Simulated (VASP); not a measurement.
# Ag (Fm-3m) in VASP: notebook, part 2 of 2

VASP 6.6.1.

## Step 5: Single point, PBEsol

This run uses another cell than the first one: it holds 6 atoms, not 1.

File INCAR:

```
  ALGO = Fast
  EDIFF = 1E-6
  ENCUT = 520
  GGA = PS
  ISIF = 2
  ISMEAR = 0
  LASPH = True
  LCHARG = False
  LREAL = False
  LWAVE = False
  NBANDS = 42
  NELM = 100
  PREC = Accurate
  SIGMA = 0.15
```

File KPOINTS:

```
k-points
0
Gamma
  18 18 4
```

File POSCAR:

```
Ag
1.0
    2.0431000000     -2.0431000000      0.0000000000
    2.0431000000      0.0000000000     -2.0431000000
    8.1724000000      8.1724000000      8.1724000000
Ag
6
Direct
    0.6666666667      0.6666666667      0.1666666667
    0.0000000000      0.0000000000      0.0000000000
    0.3333333333      0.3333333333      0.3333333333
    0.6666666667      0.6666666667      0.6666666667
    0.0000000000      0.0000000000      0.5000000000
    0.3333333333      0.3333333333      0.8333333333
```

Potentials or basis: VASP PAW PBE potentials, release 64 (Ag).

Run with:

```sh
$ cat potpaw_PBE.64/Ag/POTCAR > POTCAR
$ mpirun -np 1 vasp_std > vasp.out
```

OUTCAR:

```text
EDIFF = 1E-6
   ENCUT = 520
   GGA = PS
   ISIF = 2
   ISMEAR = 0
   LASPH = True
   LREAL = False
   NELM = 100
   PREC = Accurate

 ion  position               nearest neighbor table
   1  0.667  0.667  0.167-   3 2.89   3 2.89   3 2.89   2 2.89   2 2.89   2 2.89
   2  0.000  0.000  0.000-   1 2.89   6 2.89   1 2.89   1 2.89   6 2.89   6 2.89
   3  0.333  0.333  0.333-   1 2.89   1 2.89   1 2.89   5 2.89   5 2.89   5 2.89
   4  0.667  0.667  0.667-   6 2.89   6 2.89   6 2.89   5 2.89   5 2.89   5 2.89
   5  0.000  0.000  0.500-   3 2.89   4 2.89   4 2.89   4 2.89   3 2.89   3 2.89
   6  0.333  0.333  0.833-   4 2.89   4 2.89   4 2.89   2 2.89   2 2.89   2 2.89

  LATTYP: Found a hexagonal cell.
 ALAT       =     2.8893797293
 C/A-ratio  =     4.8989794856

  Lattice vectors:

 A1 = (  -2.0431000000,   0.0000000000,   2.0431000000)
 A2 = (   2.0431000000,  -2.0431000000,   0.0000000000)
 A3 = (   8.1724000000,   8.1724000000,   8.1724000000)

Analysis of symmetry for initial positions (statically):
[... 196 lines left out ...]
 cond. band min:       8.2112097882   @ k =   0.1667   0.2778   0.2500
 fundamental gap:      0.0083978445
 Fermi energy:         8.2033244452

 k-point     1 :       0.0000    0.0000    0.0000
  band No.  band energies     occupation
      1       0.3986      2.00000
      2       1.1969      2.00000
      3       1.1969      2.00000
      4       1.8381      2.00000
      5       1.9462      2.00000
      6       1.9462      2.00000
[... 1069 lines left out ...]
     41      15.4504      0.00000
     42      16.2123      0.00000

 [... further k-points ...]

------------------------ aborting loop because EDIFF is reached ----------------------------------------

  FORCE on cell =-STRESS in cart. coord.  units (eV):
  Direction    XX          YY          ZZ          XY          YZ          ZX
  --------------------------------------------------------------------------------------
  -------------------------------------------------------------------------------------
  Total       -1.8108176     -1.8108176     -1.8108176     -0.0688168     -0.0688168     -0.0688168
  in kB      -28.3488320    -28.3488320    -28.3488320     -1.0773460     -1.0773460     -1.0773460
  external PRESSURE =     -28.3488320 kB  Pullay stress =       0.0000000 kB

 VOLUME and BASIS-vectors are now :
 -----------------------------------------------------------------------------
  energy-cutoff  :      520.00
  volume of cell :      102.34
      direct lattice vectors                 reciprocal lattice vectors
     2.043100000 -2.043100000  0.000000000     0.163150768 -0.326301535  0.163150768
     2.043100000  0.000000000 -2.043100000     0.163150768  0.163150768 -0.326301535
     8.172400000  8.172400000  8.172400000     0.040787692  0.040787692  0.040787692

 POSITION                                       TOTAL-FORCE (eV/Angst)
 -----------------------------------------------------------------------------------
      4.08620      0.00000      0.00000        -0.000000     -0.000000     -0.000000
      0.00000      0.00000      0.00000        -0.000000     -0.000000      0.000000
      4.08620      2.04310      2.04310         0.000000     -0.000000     -0.000000
      8.17240      4.08620      4.08620        -0.000000      0.000000      0.000000
      4.08620      4.08620      4.08620        -0.000000     -0.000000      0.000000
      8.17240      6.12930      6.12930         0.000000      0.000000      0.000000
 -----------------------------------------------------------------------------------
    total drift:                               -0.000000      0.000000      0.000000

  FREE ENERGIE OF THE ION-ELECTRON SYSTEM (eV)
  ---------------------------------------------------
  free  energy   TOTEN  =       -19.8487581414 eV

  energy  without entropy=      -19.8315912850  energy(sigma->0) =      -19.84017471
```

OSZICAR:

```text
N       E                     dE             d eps       ncg     rms          rms(c)
DAV:   1     0.465100679168E+03    0.46510E+03   -0.33916E+04 11592   0.156E+03
DAV:   2    -0.995833369547E+01   -0.47506E+03   -0.44819E+03 11744   0.361E+02
DAV:   3    -0.218823666420E+02   -0.11924E+02   -0.11788E+02 13222   0.643E+01
DAV:   4    -0.219532069646E+02   -0.70840E-01   -0.70774E-01 12702   0.462E+00
DAV:   5    -0.219537775023E+02   -0.57054E-03   -0.57052E-03 12946   0.447E-01    0.136E+01
RMM:   6    -0.199171310018E+02    0.20366E+01   -0.65677E+00 11603   0.147E+01    0.803E+00
RMM:   7    -0.198694139304E+02    0.47717E-01   -0.25138E-01 11942   0.242E+00    0.454E+00
RMM:   8    -0.198493033646E+02    0.20111E-01   -0.20054E-02 12168   0.915E-01    0.607E-01
RMM:   9    -0.198487278360E+02    0.57553E-03   -0.38874E-03 12335   0.346E-01    0.917E-02
RMM:  10    -0.198487677335E+02   -0.39897E-04   -0.39347E-04 12497   0.891E-02    0.894E-02
RMM:  11    -0.198487554071E+02    0.12326E-04   -0.56344E-05 12442   0.440E-02    0.355E-02
RMM:  12    -0.198487580129E+02   -0.26058E-05   -0.11085E-05 11983   0.182E-02    0.994E-03
RMM:  13    -0.198487581414E+02   -0.12845E-06   -0.22242E-06  8194   0.697E-03
   1 F= -.19848758E+02 E0= -.19840175E+02  d E =-.171669E-01
```

stdout:

```text
POSCAR found type information on POSCAR Ag
 POSCAR found :  1 types and       6 ions
 scaLAPACK will be used
 -----------------------------------------------------------------------------
|                                                                             |
|                                                                             |
|     You enforced a specific xc type in the INCAR file but a different       |
|     I HOPE YOU KNOW WHAT YOU ARE DOING!                                     |
|                                                                             |
 -----------------------------------------------------------------------------

 LDA part: xc-table for (Slater+PW92), standard interpolation
 POSCAR, INCAR and KPOINTS ok, starting setup
 FFT: planning ... GRIDC
 FFT: planning ... GRID_SOFT
 FFT: planning ... GRID
 WAVECAR not read
 entering main loop
```

It took 9.6 min on 1 thread of Oxide Virtual Turin-like, shared host; peak memory 0.5 GiB.

What came out:

| Property | Result |
| --- | --- |
| Free energy | -19.8488 eV |
| Pressure | -2.8 GPa |
| Band gap on the k mesh | zero (band 33 reaches 11.52 eV, above the bottom of band 34 at 5.19 eV) |

Caveat: the PAW data sets were made with another functional, which shifts forces and pressure a little.

## Step 6: The runs side by side

```tsv
cell	k mesh	gap on the mesh (eV)	pressure (GPa)
a = 2.889 Å, angles 60.0°, 1 atom	20 × 20 × 20	none	-2.8
a = 2.889 Å, angles 60.0°, 1 atom	22 × 22 × 22	none	-2.7
a = 2.889, b = 2.889, c = 4.086 Å, 2 atoms	16 × 16 × 12	none	-2.8
a = 2.889, b = 2.889, c = 14.155 Å, angles 90.0, 90.0, 60.0°, 6 atoms	18 × 18 × 4	none	-2.8
```

Alike in all rows: task single point; level PBEsol; potentials or basis VASP PAW PBE potentials, release 64 (Ag); no spin polarisation; cutoff (eV) 520; smearing gaussian 0.15 eV.

Caveats: the PAW data sets were made with another functional, which shifts forces and pressure a little.

Absolute energies hang on the potentials; compare differences alone.
